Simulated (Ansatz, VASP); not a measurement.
**Li6Be2Nb in VASP and in Ansatz**

The input INCAR:

```
PREC = Accurate
ENCUT = 600
EDIFF = 1E-6
ISMEAR = 0
SIGMA = 0.1
LREAL = F
LASPH = T
NELM = 100
ALGO = Normal
ISIF = 3
LWAVE = F
LCHARG = F
GGA = PE
IBRION = 2
NSW = 90
EDIFFG = -0.04
```

Contents of KPOINTS:

```
Automatic mesh
0
Gamma
  4 4 4
```

Contents of POSCAR:

```
Li6Be2Nb
1.0
    0.0000000000      3.5828775900      3.5828775900
    3.5828775900      0.0000000000      3.5828775900
    3.5828775900      3.5828775900      0.0000000000
Li Be Nb
6 2 1
Direct
    0.7619999900      0.2380000100      0.2380000100
    0.2380000100      0.7619999900      0.2380000100
    0.2380000100      0.7619999900      0.7619999900
    0.7619999900      0.2380000100      0.7619999900
    0.2380000100      0.2380000100      0.7619999900
    0.7619999900      0.7619999900      0.2380000100
    0.2500000000      0.2500000000      0.2500000000
    0.7500000000      0.7500000000      0.7500000000
    0.0000000000      0.0000000000      0.0000000000
```

Input for Ansatz:

```yaml
crystal:
  lattice:
    - [0.0, 3.58287759, 3.58287759]
    - [3.58287759, 0.0, 3.58287759]
    - [3.58287759, 3.58287759, 0.0]
  atoms:
    - { symbol: Li, position: [0.76199999, 0.23800001, 0.23800001] }
    - { symbol: Li, position: [0.23800001, 0.76199999, 0.23800001] }
    - { symbol: Li, position: [0.23800001, 0.76199999, 0.76199999] }
    - { symbol: Li, position: [0.76199999, 0.23800001, 0.76199999] }
    - { symbol: Li, position: [0.23800001, 0.23800001, 0.76199999] }
    - { symbol: Li, position: [0.76199999, 0.76199999, 0.23800001] }
    - { symbol: Be, position: [0.25, 0.25, 0.25] }
    - { symbol: Be, position: [0.75, 0.75, 0.75] }
    - { symbol: Nb, position: [0.0, 0.0, 0.0] }
basis:
  ecutwfc: 420
kpoints:
  mp_grid: { grid: [4, 4, 4] }
hamiltonian:
  xc: pbe
scf:
  occupations: { method: gaussian, width: 0.1 }
  lower_state_search: "off"
output:
  forces: true
  stress: true
  eigenvalues: true
relax:
  adjacent_minimum: "off"
  f_tol: 0.04
  max_steps: 70
  cell: { stress_tol: 0.4 }
```

Change from the starting cell: species swapped into the Rb2PdI6 type (Fm-3m, No. 225).

Alike in both runs: task relaxation of cell and atoms; functional PBE; k mesh 4 × 4 × 4; occupations gaussian, width 0.1 eV; no spin polarisation.

|  | VASP | Ansatz |
| --- | --- | --- |
| version | VASP 6.6.1 | Ansatz 0.2.0 |
| potentials or method | VASP PAW PBE potentials, release 64 (Li_sv, Be, Nb_sv), cutoff 600 eV | scalar-relativistic, plane waves, PAW |
| valence electrons in the cell | 35 | 35 |

|  | VASP | Ansatz | Ansatz less VASP |
| --- | --- | --- | --- |
| gap on the k mesh at the Fermi level, each at its own relaxed structure (eV) | none | none | - |
| relaxed volume (Å³/atom) | 15.56 | 16.35 | +0.790 |
| relaxed cell length with the largest relative difference (Å) | 5.829 | 5.926 | +0.0970 |

A gap of «none» marks a metal or a gap that the smearing closes. One of these differences is far larger than is usual between the two programs; its cause wasn't traced.

The k mesh is coarse, so the values compare programs but aren't converged. Noted on VASP's run: the cutoff is short for stress, so the pressure is rough; the volume moved by over 15 % at a fixed basis, so the end points are rough.
